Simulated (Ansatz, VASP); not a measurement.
## Ga in VASP and in Ansatz

```
Ga
1.0
     2.96945    0.00000    0.00000
    -1.48473    2.57162    0.00000
     0.00000    0.00000    9.94112
Ga
4
Direct
  0.00000 0.00000 0.00000
  0.00000 0.00000 0.50000
  0.33333 0.66667 0.75000
  0.66667 0.33333 0.25000
```

Alike in both runs: functional PBE; k mesh 18 × 18 × 6; occupations gaussian, width 0.1 eV; no spin polarisation.

Ansatz relaxed the structure, and its values are those at the end. VASP's run is a single point on that final structure, the one shown.

|  | VASP | Ansatz |
| --- | --- | --- |
| version | VASP 6.6.1 | Ansatz 0.2.0 |
| potentials or method | VASP PAW PBE potentials, release 64 (Ga_d), cutoff 520 eV | scalar-relativistic, plane waves, PAW |
| valence electrons in the cell | 52 | 52 |

```tsv
	VASP	Ansatz	Ansatz less VASP
gap on the k mesh at the Fermi level (eV)	none	none	-
pressure (GPa)	0.1	0.0	-0.07
```

A gap of «none» marks a metal or a gap that the smearing closes.
